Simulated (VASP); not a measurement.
# NaLaMnMoO6: relaxation of cell and atoms with PBE

Crystal: NaLaMnMoO6.

```xyz
10
Lattice="4.7224 -2.7369 0.0000 4.7224 2.7369 0.0000 -3.1760 0.0000 4.4714" Properties=species:S:1:pos:R:3 pbc="T T T"
Na   -0.0016    0.0000    3.3293
La    6.2782    0.0000    1.1495
Mn    3.1293    0.0000    2.2320
Mo    0.0068    0.0000    0.0051
O     4.1287    1.3576    1.2752
O     4.1287   -1.3576    1.2752
O     1.7826    0.0000    0.8395
O     4.4861    0.0000    3.6274
O     2.1339    1.3554    3.1981
O     2.1339   -1.3554    3.1981
```

* Program: VASP 6.6.1
* Task: relaxation of cell and atoms
* Functional: PBE
* Potentials or basis: VASP PAW PBE potentials, release 64 (Na_pv, La, Mn_pv, Mo_sv, O)
* Cutoff: 600 eV
* k mesh: 6 × 6 × 6
* Occupations: fermi-dirac, width 0.05 eV
* Spin: collinear spin, ferromagnetic start
* Starting moments: [0.0, 0.0, 4.0, 1.0, 0.0, 0.0, 0.0, 0.0, 0.0, 0.0] μB
* Further INCAR settings: ALGO = Normal; EDIFF = 1e-06; IBRION = 2; EDIFFG = -0.02; NSW = 60; ISIF = 3

The relaxed volume is 11.64 Å³/atom, the relaxed cell is a = 5.470 Å, b = 5.470 Å, c = 5.504 Å, α = 120.14°, β = 120.14°, γ = 60.27° and the space group after relaxing (to 0.1 Å) is Cm (No. 8). The energy gained by relaxing is 0.8 meV/atom and the ionic steps are 13. The pressure after relaxing is 0.0 GPa, the largest force after relaxing is 0.012 eV/Å and the net moment is 2.26 μB per cell. The site moments are Na +0.00; La -0.01; Mn +2.68; Mo -0.51; O +0.01, +0.02 (each value once) μB. The valence electrons inside the program's atomic spheres are Na 6.02; La 8.49; Mn 11.62; Mo 12.35; O 5.03, 5.02 (each value once).

Forces on the atoms (eV/Å):
```
Na   0.003  0.000 -0.006
La   0.005  0.000 -0.002
Mn   0.002  0.000 -0.002
Mo  -0.009  0.000  0.008
O   -0.001  0.003  0.000
O   -0.001 -0.003  0.000
O    0.003  0.000 -0.008
O    0.005  0.000  0.001
O   -0.003 -0.005  0.004
O   -0.003  0.005  0.004
```

Step by step:
```tsv
step	energy change (eV)	largest force (eV/Å)	pressure (GPa)	volume (Å³)
1	0.0000	0.1509	0.43	115.58
2	-0.0041	0.0689	0.10	116.10
3	-0.0045	0.0780	-0.06	116.32
4	-0.0055	0.0599	-0.01	116.35
5	-0.0066	0.0896	0.07	116.40
6	-0.0073	0.0306	-0.07	116.47
7	-0.0075	0.0490	-0.17	116.52
8	-0.0078	0.0447	-0.01	116.42
9	-0.0078	0.0414	0.16	116.31
10	-0.0078	0.0422	0.11	116.34
11	-0.0080	0.0202	0.06	116.39
12	-0.0080	0.0376	0.00	116.40
13	-0.0081	0.0115	0.00	116.42
```

Final structure:
```cif
data_structure
_symmetry_space_group_name_H-M 'P 1'
_symmetry_Int_Tables_number 1
_cell_length_a 5.4696
_cell_length_b 5.4696
_cell_length_c 5.5042
_cell_angle_alpha 120.141
_cell_angle_beta 120.141
_cell_angle_gamma 60.272
_cell_volume 116.42
loop_
_atom_site_label
_atom_site_type_symbol
_atom_site_fract_x
_atom_site_fract_y
_atom_site_fract_z
_atom_site_occupancy
Na1 Na 0.25038 0.25038 0.74423 1
La1 La 0.75115 0.75115 0.25839 1
Mn1 Mn 0.49925 0.49925 0.49939 1
Mo1 Mo 0.00119 0.00119 0.00119 1
O1 O 0.28711 0.78480 0.28589 1
O2 O 0.78480 0.28711 0.28589 1
O3 O 0.25086 0.25086 0.18239 1
O4 O 0.74859 0.74859 0.81735 1
O5 O 0.21420 0.71275 0.71357 1
O6 O 0.71275 0.21420 0.71357 1
```

Levels at points of the mesh, in eV from the Fermi level:
Spin up:
| k point | band 40 | band 41 | band 42 | band 43 | band 44 | band 45 |
| --- | --- | --- | --- | --- | --- | --- |
| (0.00, 0.00, 0.00) | -2.51 | -2.33 | -0.73 | -0.51 | 0.83 | 0.94 |
| (0.50, 0.00, 0.00) | -1.82 | -1.74 | 0.58 | 0.67 | 0.68 | 0.89 |
| (0.50, 0.50, 0.00) | -1.65 | -1.57 | -0.46 | 0.25 | 0.72 | 0.99 |
| (0.00, 0.00, 0.50) | -1.86 | -1.78 | 0.52 | 0.56 | 0.79 | 0.87 |
| (0.50, 0.00, 0.50) | -1.61 | -1.49 | -0.69 | 0.20 | 0.84 | 1.16 |
| (0.50, 0.50, 0.50) | -1.91 | -1.75 | 0.48 | 0.68 | 0.72 | 0.88 |
Spin down:
| k point | band 36 | band 37 | band 38 | band 39 | band 40 | band 41 | band 42 | band 43 |
| --- | --- | --- | --- | --- | --- | --- | --- | --- |
| (0.00, 0.00, 0.00) | -2.83 | -2.79 | -2.65 | -1.05 | -1.04 | -0.94 | 0.84 | 1.05 |
| (0.50, 0.00, 0.00) | -3.10 | -3.06 | -2.89 | 0.16 | 0.28 | 0.40 | 0.61 | 0.67 |
| (0.50, 0.50, 0.00) | -3.33 | -3.23 | -2.50 | -1.08 | 0.48 | 0.52 | 0.93 | 0.95 |
| (0.00, 0.00, 0.50) | -2.98 | -2.96 | -2.71 | 0.08 | 0.12 | 0.43 | 0.62 | 0.64 |
| (0.50, 0.00, 0.50) | -3.18 | -3.16 | -2.64 | -1.02 | 0.49 | 0.62 | 0.78 | 0.97 |
| (0.50, 0.50, 0.50) | -3.05 | -2.93 | -2.72 | 0.11 | 0.25 | 0.28 | 0.57 | 0.67 |

It took 74 min on 4 MPI ranks on AMD EPYC 7R13 Processor (Zen 3), on a shared host, peak memory 1 GiB a rank.

Caveat: spin-orbit coupling is left out, which moves the levels of the heavy elements; a cell with one magnetic atom can't hold antiferromagnetic order, which such compounds often take; semilocal functionals often make such compounds metallic where correlation or magnetic order opens a gap, which also shifts bond lengths. With open d or f shells a metallic result of PBE can be an artefact of self-interaction; +U or a hybrid may open a gap.
